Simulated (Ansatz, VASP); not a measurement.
**One calculation of Ag, two programs**

INCAR

```
  PREC = Accurate
  ENCUT = 520
  EDIFF = 1E-7
  ISMEAR = 0
  SIGMA = 0.15
  LREAL = F
  LASPH = T
  NELM = 100
  ALGO = Fast
  ISIF = 2
  LWAVE = F
  LCHARG = F
  GGA = PS
  NBANDS = 18
```

KPOINTS

```
Automatic mesh
0
Gamma
  18 18 10
```

POSCAR

```
Ag
1.0
    2.9592980612      0.0000000000      0.0000000000
   -1.4796490306      2.5120782430      0.0000000000
    0.0000000000      0.0000000000      4.7900000000
Ag
2
Direct
    0.3333333333      0.6666666667      0.2500000000
    0.6666666667      0.3333333333      0.7500000000
```

Input for Ansatz:

```yaml
crystal:
  lattice:
    - [2.9592980612, 0.0, 0.0]
    - [-1.4796490306, 2.512078243, 0.0]
    - [0.0, 0.0, 4.79]
  atoms:
    - { symbol: Ag, position: [0.3333333333, 0.6666666667, 0.25] }
    - { symbol: Ag, position: [0.6666666667, 0.3333333333, 0.75] }
basis:
  ecutwfc: 420
kpoints:
  mp_grid: { grid: [18, 18, 10] }
hamiltonian:
  xc: pbesol
scf:
  occupations: { method: gaussian, width: 0.15 }
output:
  forces: true
  stress: true
  eigenvalues: true
```

Change from the starting cell: strain +0.0100 x Voigt [1, -1, 0, 0, 0, 0], atoms carried along.

Alike in both runs: task single point; functional PBEsol; k mesh 18 × 18 × 10; occupations gaussian, width 0.15 eV; no spin polarisation.

|  | VASP | Ansatz |
| --- | --- | --- |
| version | VASP 6.6.1 | Ansatz 0.2.0 |
| potentials or method | VASP PAW PBE potentials, release 64 (Ag), cutoff 520 eV | scalar-relativistic, plane waves, PAW |
| valence electrons in the cell | 22 | 38 |

```tsv
	VASP	Ansatz	Ansatz less VASP
gap on the k mesh at the Fermi level (eV)	none	none	-
pressure (GPa)	-6.4	-6.3	+0.12
traceless stress, the component that is largest in VASP (GPa)	-0.58	-0.59	-0.002
rms of the force components (eV/Å)	0.010	0.010	-0.0003
```

VASP's potentials were made for PBE, not for PBEsol. Atom by atom the forces differ by 0.000 eV/Å (rms over components). A gap of «none» marks a metal or a gap that the smearing closes. VASP's potentials hold 22 valence electrons a cell and Ansatz's 38, so a difference there can come from the potentials and not from the codes.
